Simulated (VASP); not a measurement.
# Ni (Im-3m) in VASP: further runs, part 2 of 3

VASP 6.6.1. The steps go on from the part before.

## 4. Single point, PBE, collinear spin, ferromagnetic start

This run uses another cell than the first one, of 10.81 Å³/atom, 1.041 times its volume.

File INCAR:

```
PREC = Accurate
ENCUT = 520
EDIFF = 1E-7
ISMEAR = -1
SIGMA = 0.05
LREAL = F
LASPH = T
NELM = 150
ALGO = Normal
ISIF = 2
LWAVE = F
LCHARG = F
ISPIN = 2
MAGMOM = 1
LORBIT = 11
LMAXMIX = 4
GGA = PE
NBANDS = 15
```

File KPOINTS:

```
regular mesh
0
Gamma
  13 13 13
```

File POSCAR:

```
Ni
1.0
   -1.3928794157      1.3928794157      1.3928794157
    1.3928794157     -1.3928794157      1.3928794157
    1.3928794157      1.3928794157     -1.3928794157
Ni
1
Direct
    0.0000000000      0.0000000000      0.0000000000
```

Potentials or basis: VASP PAW PBE potentials, release 64 (Ni).

Command:

```console
> cat potpaw_PBE.64/Ni/POTCAR > POTCAR
> mpirun -np 1 vasp_std > vasp.out
```

OUTCAR:

```text
PREC = Accurate
   ENCUT = 520
   EDIFF = 1E-7
   ISMEAR = -1
   LREAL = F
   LASPH = T
   NELM = 150
   ISIF = 2
   ISPIN = 2
   LORBIT = 11
   GGA = PE

 ion  position               nearest neighbor table
   1  0.000  0.000  0.000-

  LATTYP: Found a body centered cubic cell.
 ALAT       =     2.7857588314

  Lattice vectors:

 A1 = (  -1.3928794157,   1.3928794157,   1.3928794157)
 A2 = (   1.3928794157,  -1.3928794157,   1.3928794157)
 A3 = (   1.3928794157,   1.3928794157,  -1.3928794157)

Analysis of symmetry for initial positions (statically):
=====================================================================
 Subroutine PRICEL returns:
 Original cell was already a primitive cell.

 Routine SETGRP: Setting up the symmetry group for a
 body centered cubic supercell.

 Subroutine GETGRP returns: Found 48 space group operations
 (whereof 48 operations were pure point group operations)
 out of a pool of 48 trial point group operations.

The static configuration has the point symmetry O_h .

Analysis of symmetry for dynamics (positions and initial velocities):
=====================================================================
 Subroutine PRICEL returns:
 Original cell was already a primitive cell.

 Routine SETGRP: Setting up the symmetry group for a
 body centered cubic supercell.

 Subroutine GETGRP returns: Found 48 space group operations
 (whereof 48 operations were pure point group operations)
 out of a pool of 48 trial point group operations.

The dynamic configuration has the point symmetry O_h .

Analysis of structural, dynamic, and magnetic symmetry:
=====================================================================
 Subroutine PRICEL returns:
 Original cell was already a primitive cell.

 Routine SETGRP: Setting up the symmetry group for a
 body centered cubic supercell.

 Subroutine GETGRP returns: Found 48 space group operations
 (whereof 48 operations were pure point group operations)
 out of a pool of 48 trial point group operations.

The overall configuration has the point symmetry O_h .

 Subroutine INISYM returns: Found 48 space group operations
 (whereof 48 operations are pure point group operations),
 and found     1 'primitive' translations

[... 153 lines left out ...]
      1       0.4063      1.00000
      2       7.0191      1.00000
      3       7.0191      1.00000
      4       7.0191      1.00000
      5       8.4429      1.00000
      6       8.4429      1.00000
      7      35.8653      0.00000
      8      35.8653      0.00000
      9      35.8653      0.00000
     10      40.8050      0.00000
     11      40.8050      0.00000
     12      41.8474      0.00000
     13      41.8474      0.00000
     14      41.8474      0.00000
[... 403 lines left out ...]
      4       8.3177      1.00000
      5       8.5198      1.00000
      6       9.0794      0.99353
      7      22.5190      0.00000
      8      27.1489      0.00000
      9      28.4778      0.00000
     10      37.3232      0.00000
     11      40.8254      0.00000
     12      43.5567      0.00000
     13      45.5372      0.00000
     14      49.0393      0.00000
     15      51.9642      0.00000

 [... further k-points ...]

 spin component 2

 k-point     1 :       0.0000    0.0000    0.0000
  band No.  band energies     occupation
      1       0.4000      1.00000
      2       7.7202      1.00000
      3       7.7202      1.00000
      4       7.7202      1.00000
      5       8.9588      0.99942
      6       8.9588      0.99942
      7      35.7693      0.00000
      8      35.7693      0.00000
      9      35.7693      0.00000
     10      40.7376      0.00000
     11      40.7376      0.00000
     12      42.0444      0.00000
     13      42.0444      0.00000
     14      42.0444      0.00000
[... 403 lines left out ...]
      4       8.8802      0.99988
      5       9.0496      0.99643
      6       9.7854      0.00011
      7      22.6745      0.00000
      8      27.2070      0.00000
      9      28.6158      0.00000
     10      37.3068      0.00000
     11      40.9174      0.00000
     12      43.5746      0.00000
     13      45.5763      0.00000
     14      49.1091      0.00000
     15      52.0952      0.00000

 [... further k-points ...]
[... 5 lines left out ...]
  --------------------------------------------------------------------------------------
  -------------------------------------------------------------------------------------
  Total        0.2294369      0.2294369      0.2294369      0.0000000      0.0000000      0.0000000
  in kB       34.0073964     34.0073964     34.0073964      0.0000000      0.0000000      0.0000000
  external PRESSURE =      34.0073964 kB  Pullay stress =       0.0000000 kB

 VOLUME and BASIS-vectors are now :
 -----------------------------------------------------------------------------
  energy-cutoff  :      520.00
  volume of cell :       10.81
      direct lattice vectors                 reciprocal lattice vectors
    -1.392879416  1.392879416  1.392879416     0.000000000  0.358968619  0.358968619
     1.392879416 -1.392879416  1.392879416     0.358968619  0.000000000  0.358968619
     1.392879416  1.392879416 -1.392879416     0.358968619  0.358968619  0.000000000

 POSITION                                       TOTAL-FORCE (eV/Angst)
 -----------------------------------------------------------------------------------
      0.00000      0.00000      0.00000        -0.000000      0.000000     -0.000000
 -----------------------------------------------------------------------------------
    total drift:                                0.000000      0.000000      0.000000

  FREE ENERGIE OF THE ION-ELECTRON SYSTEM (eV)
  ---------------------------------------------------
  free  energy   TOTEN  =        -5.3801648852 eV

  energy  without entropy=       -5.3657218914  energy(sigma->0) =       -5.37294339

 total charge

# of ion       s       p       d       tot
------------------------------------------
    1        0.495   0.495   8.336   9.326

 magnetization (x)

# of ion       s       p       d       tot
------------------------------------------
    1       -0.003  -0.016   0.610   0.591
```

stdout:

```text
POSCAR found type information on POSCAR Ni
 POSCAR found :  1 types and       1 ions
 scaLAPACK will be used
 LDA part: xc-table for (Slater+PW92), standard interpolation
 POSCAR, INCAR and KPOINTS ok, starting setup
 FFT: planning ... GRIDC
 FFT: planning ... GRID_SOFT
 FFT: planning ... GRID
 WAVECAR not read
 entering main loop
```

Run time: 18 s. Hardware: 1 thread of Intel Xeon Platinum 8488C (Sapphire Rapids), shared host; peak memory 0.14 GiB.

Results:

```
Free energy                                           : -5.3802 eV
Pressure                                              : 3.4 GPa
Net moment                                            : 0.58 μB per cell
Site moments                                          : Ni +0.59 μB
Valence electrons inside the program's atomic spheres : Ni 9.33
```

## 5. Single point, PBE, collinear spin, ferromagnetic start

This run uses another cell than the first one, of 11.02 Å³/atom, 1.061 times its volume.

File INCAR:

```
ALGO = Normal ; EDIFF = 1E-6
ENCUT = 520 ; GGA = PE
ISIF = 2 ; ISMEAR = -1
ISPIN = 2 ; LASPH = True
LCHARG = False ; LMAXMIX = 4
LORBIT = 11 ; LREAL = False
LWAVE = False ; MAGMOM = 1
NBANDS = 15 ; NELM = 150
PREC = Accurate ; SIGMA = 0.05
```

File KPOINTS:

```
k-points
0
Gamma
  13 13 13
```

File POSCAR:

```
Ni
1.0
   -1.4019243406      1.4019243406      1.4019243406
    1.4019243406     -1.4019243406      1.4019243406
    1.4019243406      1.4019243406     -1.4019243406
Ni
1
Direct
    0.0000000000      0.0000000000      0.0000000000
```

Potentials or basis: VASP PAW PBE potentials, release 64 (Ni).

Command:

```console
> cat potpaw_PBE.64/Ni/POTCAR > POTCAR
> mpirun -np 1 vasp_std > vasp.out
```

OUTCAR:

```text
EDIFF = 1E-6
   ENCUT = 520
   GGA = PE
   ISIF = 2
   ISMEAR = -1
   ISPIN = 2
   LASPH = True
   LORBIT = 11
   LREAL = False
   NELM = 150
   PREC = Accurate

 ion  position               nearest neighbor table
   1  0.000  0.000  0.000-

  LATTYP: Found a body centered cubic cell.
 ALAT       =     2.8038486812

  Lattice vectors:

 A1 = (  -1.4019243406,   1.4019243406,   1.4019243406)
 A2 = (   1.4019243406,  -1.4019243406,   1.4019243406)
 A3 = (   1.4019243406,   1.4019243406,  -1.4019243406)

Analysis of symmetry for initial positions (statically):
=====================================================================
 Subroutine PRICEL returns:
 Original cell was already a primitive cell.

 Routine SETGRP: Setting up the symmetry group for a
 body centered cubic supercell.

 Subroutine GETGRP returns: Found 48 space group operations
 (whereof 48 operations were pure point group operations)
 out of a pool of 48 trial point group operations.

The static configuration has the point symmetry O_h .

Analysis of symmetry for dynamics (positions and initial velocities):
=====================================================================
 Subroutine PRICEL returns:
 Original cell was already a primitive cell.

 Routine SETGRP: Setting up the symmetry group for a
 body centered cubic supercell.

 Subroutine GETGRP returns: Found 48 space group operations
 (whereof 48 operations were pure point group operations)
 out of a pool of 48 trial point group operations.

The dynamic configuration has the point symmetry O_h .

Analysis of structural, dynamic, and magnetic symmetry:
=====================================================================
 Subroutine PRICEL returns:
 Original cell was already a primitive cell.

 Routine SETGRP: Setting up the symmetry group for a
 body centered cubic supercell.

 Subroutine GETGRP returns: Found 48 space group operations
 (whereof 48 operations were pure point group operations)
 out of a pool of 48 trial point group operations.

The overall configuration has the point symmetry O_h .

 Subroutine INISYM returns: Found 48 space group operations
 (whereof 48 operations are pure point group operations),
 and found     1 'primitive' translations

----------------------------------------------------------------------------------------

                                     Primitive cell

  volume of cell :      11.0213

  direct lattice vectors                    reciprocal lattice vectors
    -1.401924341  1.401924341  1.401924341     0.000000000  0.356652628  0.356652628
     1.401924341 -1.401924341  1.401924341     0.356652628  0.000000000  0.356652628
     1.401924341  1.401924341 -1.401924341     0.356652628  0.356652628  0.000000000

  length of vectors
     2.428204186  2.428204186  2.428204186     0.504382983  0.504382983  0.504382983

  position of ions in fractional coordinates (direct lattice)
     0.000000000  0.000000000  0.000000000

  ion indices of the primitive-cell ions
   primitive index   ion index
                 1           1

----------------------------------------------------------------------------------------

 KPOINTS: k-points

Automatic generation of k-mesh.
 Grid dimensions read from file:
 generate k-points for:   13   13   13

 Generating k-lattice:

  Cartesian coordinates                     Fractional coordinates (reciprocal lattice)
[... 71 lines left out ...]
   NELECT =      10.0000    total number of electrons
   NUPDOWN=      -1.0000    fix difference up-down
   EMIN   =  10.00;   EMAX   =-10.00  energy-range for DOS
   EFERMI =   0.00;   METHOD = LEGACY
   ISMEAR =    -1;   SIGMA  =   0.05  broadening in eV -4-tet -1-fermi 0-gaus
   EFERMI_NEDOS =   21; number of points for ismear=-14 and -15
   IALGO  =     38    algorithm
   IMIX   =      4    mixing-type and parameters
     AMIX     =   0.40;   BMIX     =  1.00
     AMIX_MAG =   1.60;   BMIX_MAG =  1.00
  volume/ion in A,a.u.               =      11.02        74.38
  Fermi-wavevector in a.u.,A,eV,Ry     =   1.584882  2.994993 34.175806  2.511851
  Thomas-Fermi vector in A             =   2.684432
   LORBIT       =     11    0 simple, 1 ext, 2 COOP (PROOUT), +10 PAW based schemes
   GGA     = PE    functional components
   LHFCALC =     F    Hartree Fock is set to
   AEXX    =    0.0000 exact exchange contribution
   IVDW    =     0    specifies the selected vdW correction
   LEPSILON=     F    determine dielectric tensor
   LRPA    =     F    only Hartree local field effects (RPA)
 spin polarized calculation
  energy-cutoff  :      520.00
  volume of cell :       11.02
 maximum number of plane-waves:       321
 NGX is ok and might be reduce to    18
   NGX =  9   NGY =  9   NGZ =  9

 number of electron      10.0000000 magnetization       1.0000000

 number of electron       9.9999983 magnetization       0.5913597

 Free energy of the ion-electron system (eV)
  ---------------------------------------------------
  ext. energy  EPLUGINS =         0.00000000
  ---------------------------------------------------
  free energy    TOTEN  =        -5.38210100 eV

  energy without entropy =       -5.36751451  energy(sigma->0) =       -5.37480776

 E-fermi :   9.0652     XC(G=0): -13.1743

 val. band max:        9.0553656289   @ k =  -0.3846  -0.3846   0.1538
 cond. band min:       9.0708641807   @ k =  -0.3077   0.3846   0.0769
 fundamental gap:      0.0154985519
 Fermi energy:         9.0651825160

 spin component 1

 k-point     1 :       0.0000    0.0000    0.0000
  band No.  band energies     occupation
      1       0.2682      1.00000
      2       6.7932      1.00000
      3       6.7932      1.00000
      4       6.7932      1.00000
      5       8.1809      1.00000
      6       8.1809      1.00000
      7      35.3921      0.00000
      8      35.3921      0.00000
      9      35.3921      0.00000
     10      40.2001      0.00000
     11      40.2001      0.00000
     12      41.0533      0.00000
     13      41.0533      0.00000
     14      41.0533      0.00000
[... 403 lines left out ...]
      4       8.0581      1.00000
      5       8.2547      1.00000
      6       8.7972      0.99532
      7      22.0616      0.00000
      8      26.6804      0.00000
      9      27.9134      0.00000
     10      36.7819      0.00000
     11      40.1430      0.00000
     12      42.8890      0.00000
     13      44.8568      0.00000
     14      48.2921      0.00000
     15      51.2035      0.00000

 [... further k-points ...]

 spin component 2

 k-point     1 :       0.0000    0.0000    0.0000
  band No.  band energies     occupation
      1       0.2595      1.00000
      2       7.5019      1.00000
      3       7.5019      1.00000
      4       7.5019      1.00000
      5       8.7044      0.99927
      6       8.7044      0.99927
      7      35.2910      0.00000
      8      35.2910      0.00000
      9      35.2910      0.00000
     10      40.1296      0.00000
     11      40.1296      0.00000
     12      41.2509      0.00000
     13      41.2509      0.00000
     14      41.2509      0.00000
[... 403 lines left out ...]
      4       8.6280      0.99984
      5       8.7920      0.99578
      6       9.5106      0.00014
      7      22.2153      0.00000
      8      26.7364      0.00000
      9      28.0497      0.00000
     10      36.7622      0.00000
     11      40.2328      0.00000
     12      42.9060      0.00000
     13      44.8923      0.00000
     14      48.3577      0.00000
     15      51.3212      0.00000

 [... further k-points ...]

------------------------ aborting loop because EDIFF is reached ----------------------------------------

  FORCE on cell =-STRESS in cart. coord.  units (eV):
  Direction    XX          YY          ZZ          XY          YZ          ZX
  --------------------------------------------------------------------------------------
  -------------------------------------------------------------------------------------
  Total       -0.0296910     -0.0296910     -0.0296910      0.0000000      0.0000000      0.0000000
  in kB       -4.3162032     -4.3162032     -4.3162032      0.0000000      0.0000000      0.0000000
  external PRESSURE =      -4.3162032 kB  Pullay stress =       0.0000000 kB

 VOLUME and BASIS-vectors are now :
 -----------------------------------------------------------------------------
  energy-cutoff  :      520.00
  volume of cell :       11.02
      direct lattice vectors                 reciprocal lattice vectors
    -1.401924341  1.401924341  1.401924341     0.000000000  0.356652628  0.356652628
     1.401924341 -1.401924341  1.401924341     0.356652628  0.000000000  0.356652628
     1.401924341  1.401924341 -1.401924341     0.356652628  0.356652628  0.000000000

 POSITION                                       TOTAL-FORCE (eV/Angst)
 -----------------------------------------------------------------------------------
      0.00000      0.00000      0.00000        -0.000000      0.000000      0.000000
 -----------------------------------------------------------------------------------
    total drift:                                0.000000      0.000000      0.000000

  FREE ENERGIE OF THE ION-ELECTRON SYSTEM (eV)
  ---------------------------------------------------
  free  energy   TOTEN  =        -5.3821009986 eV

  energy  without entropy=       -5.3675145142  energy(sigma->0) =       -5.37480776

 total charge

# of ion       s       p       d       tot
------------------------------------------
    1        0.487   0.478   8.327   9.292

 magnetization (x)

# of ion       s       p       d       tot
------------------------------------------
    1       -0.004  -0.016   0.619   0.600
```

stdout:

```text
POSCAR found type information on POSCAR Ni
 POSCAR found :  1 types and       1 ions
 scaLAPACK will be used
 LDA part: xc-table for (Slater+PW92), standard interpolation
 POSCAR, INCAR and KPOINTS ok, starting setup
 FFT: planning ... GRIDC
 FFT: planning ... GRID_SOFT
 FFT: planning ... GRID
 WAVECAR not read
 entering main loop
```

Wall time 16 s (1 thread of Intel Xeon Platinum 8488C (Sapphire Rapids), shared host); peak memory 0.14 GiB.

Results:

* Free energy: -5.3821 eV
* Pressure: -0.4 GPa
* Net moment: 0.59 μB per cell
* Site moments: Ni +0.60 μB
* Valence electrons inside the program's atomic spheres: Ni 9.29

Levels at points of the mesh, in eV from the Fermi level:
Spin up:
```csv
k point,band 1,band 2,band 3,band 4,band 5,band 6,band 7,band 8,band 9,band 10
"(0.00, 0.00, 0.00)",-8.80,-2.27,-2.27,-2.27,-0.88,-0.88,26.33,26.33,26.33,31.13
```
Spin down:
| k point | band 2 | band 3 | band 4 | band 5 | band 6 | band 7 | band 8 | band 9 |
| --- | --- | --- | --- | --- | --- | --- | --- | --- |
| (0.00, 0.00, 0.00) | -1.56 | -1.56 | -1.56 | -0.36 | -0.36 | 26.23 | 26.23 | 26.23 |

(Part 2 of 3 ends here.)
